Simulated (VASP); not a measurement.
# Zn (Im-3m) in VASP: settings compared

The runs below take Zn through single point, relaxation of cell and atoms, with HF, PBE0.

Program: VASP 6.6.1. These are calculated values, not measurements. Logs are shortened: lines on timing, memory, paths and dates and some standing lists are left out, and cuts for length are marked.

### Step 1. The cell of the first run

It takes space group Im-3m (No. 229, cubic). Conventional cell: a = 3.323 Å, b = 3.323 Å, c = 3.323 Å, α = 90.00°, β = 90.00°, γ = 90.00°. Zn (site symmetry m-3m) has 14 Zn at 2.88 to 3.32 Å within 3.8 Å.

This isn't the form of Zn at room conditions, which is hcp.

### Step 2. Single point, HF

File POSCAR:

```
Zn
1.0
   -1.6614961186      1.6614961186      1.6614961186
    1.6614961186     -1.6614961186      1.6614961186
    1.6614961186      1.6614961186     -1.6614961186
Zn
1
Direct
    0.0000000000      0.0000000000      0.0000000000
```

File INCAR.step1:

```
PREC = Accurate
ENCUT = 520
EDIFF = 1E-5
ISMEAR = -1
SIGMA = 0.05
LREAL = False
LASPH = True
NELM = 100
ALGO = Normal
ISIF = 2
LWAVE = True
LCHARG = False
GGA = PE
NBANDS = 12
```

File INCAR.step2:

```
PREC = Accurate
ENCUT = 520
EDIFF = 1E-6
ISMEAR = -1
SIGMA = 0.05
LREAL = False
LASPH = True
NELM = 100
ALGO = Normal
ISIF = 2
LWAVE = False
LCHARG = False
GGA = PE
LHFCALC = True
AEXX = 1.0
ALDAC = 0.0
AGGAC = 0.0
PRECFOCK = Normal
ISTART = 1
NBANDS = 12
```

File KPOINTS:

```
regular mesh
0
Gamma
  6 6 6
```

Potentials or basis: VASP PAW PBE potentials, release 64 (Zn).

Command:

```console
$ cat potpaw_PBE.64/Zn/POTCAR > POTCAR
$ cp INCAR.step1 INCAR
$ mpirun -np 1 vasp_std > vasp.out
$ cp INCAR.step2 INCAR
$ mpirun -np 1 vasp_std > vasp.out
```

OUTCAR:

```text
PREC = Accurate
   ENCUT = 520
   EDIFF = 1E-6
   ISMEAR = -1
   LREAL = False
   LASPH = True
   NELM = 100
   ISIF = 2
   GGA = PE
   LHFCALC = True
   AEXX = 1.0
   PRECFOCK = Normal
   ISTART = 1

 ion  position               nearest neighbor table
   1  0.000  0.000  0.000-

  LATTYP: Found a body centered cubic cell.
 ALAT       =     3.3229922372

  Lattice vectors:

 A1 = (  -1.6614961186,   1.6614961186,   1.6614961186)
 A2 = (   1.6614961186,  -1.6614961186,   1.6614961186)
 A3 = (   1.6614961186,   1.6614961186,  -1.6614961186)

Analysis of symmetry for initial positions (statically):
=====================================================================
 Subroutine PRICEL returns:
 Original cell was already a primitive cell.

 Routine SETGRP: Setting up the symmetry group for a
 body centered cubic supercell.

 Subroutine GETGRP returns: Found 48 space group operations
 (whereof 48 operations were pure point group operations)
 out of a pool of 48 trial point group operations.

The static configuration has the point symmetry O_h .

Analysis of symmetry for dynamics (positions and initial velocities):
=====================================================================
 Subroutine PRICEL returns:
 Original cell was already a primitive cell.

 Routine SETGRP: Setting up the symmetry group for a
 body centered cubic supercell.

 Subroutine GETGRP returns: Found 48 space group operations
 (whereof 48 operations were pure point group operations)
 out of a pool of 48 trial point group operations.

The dynamic configuration has the point symmetry O_h .

 Subroutine INISYM returns: Found 48 space group operations
 (whereof 48 operations are pure point group operations),
 and found     1 'primitive' translations

----------------------------------------------------------------------------------------

                                     Primitive cell

  volume of cell :      18.3467

  direct lattice vectors                    reciprocal lattice vectors
    -1.661496119  1.661496119  1.661496119     0.000000000  0.300933595  0.300933595
     1.661496119 -1.661496119  1.661496119     0.300933595  0.000000000  0.300933595
     1.661496119  1.661496119 -1.661496119     0.300933595  0.300933595  0.000000000

  length of vectors
     2.877795694  2.877795694  2.877795694     0.425584371  0.425584371  0.425584371

  position of ions in fractional coordinates (direct lattice)
     0.000000000  0.000000000  0.000000000

  ion indices of the primitive-cell ions
   primitive index   ion index
                 1           1

----------------------------------------------------------------------------------------

 KPOINTS: regular mesh

Automatic generation of k-mesh.
 Grid dimensions read from file:
 generate k-points for:    6    6    6

 Generating k-lattice:

  Cartesian coordinates                     Fractional coordinates (reciprocal lattice)
     0.000000000  0.050155599  0.050155599     0.166666667  0.000000000  0.000000000
     0.050155599  0.000000000  0.050155599     0.000000000  0.166666667  0.000000000
     0.050155599  0.050155599  0.000000000     0.000000000  0.000000000  0.166666667

  Length of vectors
     0.070930729  0.070930729  0.070930729

  Shift w.r.t. Gamma in fractional coordinates (k-lattice)
     0.000000000  0.000000000  0.000000000

 Subroutine IBZKPT returns following result:
 ===========================================

 Found     16 irreducible k-points:

 Following reciprocal coordinates:
            Coordinates               Weight
  0.000000  0.000000  0.000000      1.000000
  0.166667  0.000000  0.000000     12.000000
  0.333333  0.000000  0.000000     12.000000
  0.500000  0.000000  0.000000      6.000000
  0.166667  0.166667  0.000000     24.000000
  0.333333  0.166667  0.000000     48.000000
[... 8 lines left out ...]
  0.500000  0.500000  0.333333     12.000000
  0.500000  0.500000  0.500000      1.000000
   k-points           NKPTS =     16   k-points in BZ     NKDIM =    216   number of bands    NBANDS=     12
   number of dos      NEDOS =    301   number of ions     NIONS =      1
   total plane-waves  NPLWV =  13824
   dimension x,y,z NGX =    24 NGY =   24 NGZ =   24
   dimension x,y,z NGXF=    48 NGYF=   48 NGZF=   48
   ions per type =               1
   NGX,Y,Z   is equivalent  to a cutoff of  13.86, 13.86, 13.86 a.u.
   NGXF,Y,Z  is equivalent  to a cutoff of  27.73, 27.73, 27.73 a.u.
 SYSTEM =  unknown system
   PREC   = accura    normal or accurate (medium, high low for compatibility)
   ISTART =      1    job   : 0-new  1-cont  2-samecut
   ICHARG =      0    charge: 1-file 2-atom 10-const
   ISPIN  =      1    spin polarized calculation?
   LNONCOLLINEAR =      F non collinear calculations
   LSORBIT =      F    spin-orbit coupling
   LASPH  =      T    aspherical Exc in radial PAW
   ENCUT  =  520.0 eV  38.22 Ry    6.18 a.u.   5.35  5.35  5.35*2*pi/ulx,y,z
   NELM   =    100;   NELMIN=  2; NELMDL=  0     # of ELM steps
   EDIFF  = 0.1E-05   stopping-criterion for ELM
   LREAL  =      F    real-space projection
   EDIFFG = 0.1E-04   stopping-criterion for IOM
   NSW    =      0    number of steps for IOM
   IBRION =     -1    ionic relax: 0-MD 1-quasi-New 2-CG
   NFREE  =      0    steps in history (QN), initial steepest desc. (CG)
   ISIF   =      2    stress and relaxation
   ISYM   =      3    0-nonsym 1-usesym 2-fastsym
   POTIM  = 0.5000    time-step for ionic-motion
   TEBEG  =    0.0;   TEEND  =   0.0 temperature during run
   PSTRESS=    0.0 pullay stress
   NELECT =      12.0000    total number of electrons
   NUPDOWN=      -1.0000    fix difference up-down
   EMIN   =  10.00;   EMAX   =-10.00  energy-range for DOS
   EFERMI =   0.00;   METHOD = LEGACY
   ISMEAR =    -1;   SIGMA  =   0.05  broadening in eV -4-tet -1-fermi 0-gaus
   EFERMI_NEDOS =   21; number of points for ismear=-14 and -15
   IALGO  =     38    algorithm
   IMIX   =      1    mixing-type and parameters
     AMIX     =   0.40;   BMIX     =  1.00
     AMIX_MAG =   1.60;   BMIX_MAG =  1.00
  volume/ion in A,a.u.               =      18.35       123.81
  Fermi-wavevector in a.u.,A,eV,Ry     =   1.421071  2.685436 27.476205  2.019444
  Thomas-Fermi vector in A             =   2.541920
   LORBIT       =      0    0 simple, 1 ext, 2 COOP (PROOUT), +10 PAW based schemes
   GGA     = PE    functional components
   LHFCALC =     T    Hartree Fock is set to
   PRECFOCK=normal    Normal, Fast or Accurate (Low or Medium for compatibility)
   ENCUT4O =  -1.0   cutoff for four orbital integrals eV
   NKREDX  =     1    reduce k-point grid by
   NKREDY  =     1    reduce k-point grid by
   NKREDZ  =     1    reduce k-point grid by
   AEXX    =    1.0000 exact exchange contribution
   HFSCREEN=    0.0000 screening length (either q_TF or 0.3 A-1)
   HFSCREENC=   0.0000 screening length for correlation (either q_TF or 0.3 A-1)
   ENCUTFOCK=  -1.0 apply spherical cutoff to Coloumb kernel
   IVDW    =     0    specifies the selected vdW correction
   LEPSILON=     F    determine dielectric tensor
   LRPA    =     F    only Hartree local field effects (RPA)
 non-spin polarized calculation
  energy-cutoff  :      520.00
  volume of cell :       18.35
 maximum number of plane-waves:       531
 NGX is ok and might be reduce to    24
  NGX = 18; NGY = 18; NGZ = 18

 number of electron      12.0000003 magnetization

 Free energy of the ion-electron system (eV)
  ---------------------------------------------------
  ext. energy  EPLUGINS =         0.00000000
  ---------------------------------------------------
  free energy    TOTEN  =        -0.87628499 eV

  energy without entropy =       -0.87316091  energy(sigma->0) =       -0.87472295

 E-fermi :   4.6139     XC(G=0):   0.0000

 val. band max:        1.8540160472   @ k =   0.3333   0.1667   0.1667
 cond. band min:       4.6688747121   @ k =   0.3333   0.1667   0.1667
 fundamental gap:      2.8148586649
 Fermi energy:         4.6139440946

 k-point     1 :       0.0000    0.0000    0.0000
  band No.  band energies     occupation
      1     -15.1608      2.00000
      2     -15.1608      2.00000
      3     -15.1608      2.00000
      4     -14.8243      2.00000
      5     -14.8243      2.00000
      6     -12.2617      2.00000
      7      26.3877      0.00000
      8      26.3877      0.00000
      9      26.3877      0.00000
     10      27.7164      0.00000
     11      27.7164      0.00000
     12      27.7164      0.00000

 k-point     2 :       0.1667    0.0000    0.0000
  band No.  band energies     occupation
      1     -15.2082      2.00000
      2     -15.1580      2.00000
      3     -15.0082      2.00000
      4     -14.8621      2.00000
      5     -14.8212      2.00000
      6     -11.0441      2.00000
      7      19.1421      0.00000
      8      22.8869      0.00000
      9      23.5589      0.00000
     10      24.8159      0.00000
     11      25.4946      0.00000
     12      28.1563      0.00000

 k-point     3 :       0.3333    0.0000    0.0000
  band No.  band energies     occupation
      1     -15.3027      2.00000
      2     -15.2850      2.00000
      3     -14.8492      2.00000
      4     -14.8124      2.00000
      5     -14.6901      2.00000
      6      -7.2311      2.00000
      7      10.6128      0.00000
      8      19.8318      0.00000
      9      20.8785      0.00000
     10      22.7605      0.00000
     11      24.0706      0.00000
     12      30.8704      0.00000
[... 166 lines left out ...]
 k-point    15 :       0.5000    0.5000    0.3333
  band No.  band energies     occupation
      1     -15.3791      2.00000
      2     -15.3341      2.00000
      3     -14.7793      2.00000
      4     -14.6976      2.00000
      5     -14.5595      2.00000
      6       6.6949      0.00000
      7       7.1439      0.00000
      8      12.1322      0.00000
      9      15.3532      0.00000
     10      19.5025      0.00000
     11      19.5350      0.00000
     12      33.5722      0.00000

 k-point    16 :       0.5000    0.5000    0.5000
  band No.  band energies     occupation
      1     -15.4793      2.00000
      2     -15.4793      2.00000
      3     -14.5713      2.00000
      4     -14.5713      2.00000
      5     -14.5713      2.00000
      6      10.9488      0.00000
      7      10.9488      0.00000
      8      10.9488      0.00000
      9      14.5183      0.00000
     10      14.6763      0.00000
     11      14.6763      0.00000
     12      39.6217      0.00000

------------------------ aborting loop because EDIFF is reached ----------------------------------------

  FORCE on cell =-STRESS in cart. coord.  units (eV):
  Direction    XX          YY          ZZ          XY          YZ          ZX
  --------------------------------------------------------------------------------------
  -------------------------------------------------------------------------------------
  Total        0.0232277      0.0232277      0.0232277      0.0000000      0.0000000      0.0000000
  in kB        2.0284273      2.0284273      2.0284273      0.0000000      0.0000000      0.0000000
  external PRESSURE =       2.0284273 kB  Pullay stress =       0.0000000 kB

 VOLUME and BASIS-vectors are now :
 -----------------------------------------------------------------------------
  energy-cutoff  :      520.00
  volume of cell :       18.35
      direct lattice vectors                 reciprocal lattice vectors
    -1.661496119  1.661496119  1.661496119     0.000000000  0.300933595  0.300933595
     1.661496119 -1.661496119  1.661496119     0.300933595  0.000000000  0.300933595
     1.661496119  1.661496119 -1.661496119     0.300933595  0.300933595  0.000000000

 POSITION                                       TOTAL-FORCE (eV/Angst)
 -----------------------------------------------------------------------------------
      0.00000      0.00000      0.00000        -0.000000      0.000000     -0.000000
 -----------------------------------------------------------------------------------
    total drift:                               -0.000000     -0.000000     -0.000000

  FREE ENERGIE OF THE ION-ELECTRON SYSTEM (eV)
  ---------------------------------------------------
  free  energy   TOTEN  =        -0.8762849936 eV

  energy  without entropy=       -0.8731609083  energy(sigma->0) =       -0.87472295
```

Wall time 60 min (1 thread of Intel Xeon Platinum 8259CL at 2.50GHz (Skylake/Cascade Lake), shared host); peak memory 0.15 GiB.

What came out:

* Free energy: -0.8763 eV
* Pressure: 0.2 GPa
* Band gap on the k mesh: zero (bands 6 and 7 overlap by 10.32 eV)

Levels at points of the mesh, in eV from the Fermi level:
| k point | band 4 | band 5 | band 6 | band 7 | band 8 | band 9 |
| --- | --- | --- | --- | --- | --- | --- |
| (0.00, 0.00, 0.00) | -19.44 | -19.44 | -16.88 | 21.77 | 21.77 | 21.77 |
| (0.50, 0.00, 0.00) | -19.42 | -19.14 | -5.88 | -3.98 | 14.11 | 15.32 |
| (0.50, 0.50, 0.50) | -19.19 | -19.19 | 6.33 | 6.33 | 6.33 | 9.90 |

Caveat: the k points lie up to 0.45 Å⁻¹ apart, too coarse for converged energies and pressures of a metal; the PAW data sets were made with another functional, which shifts forces and pressure a little.

(Continued in part 2 of 2.)

The gap in the log of VASP goes by the Fermi energy; the results here count the filled bands.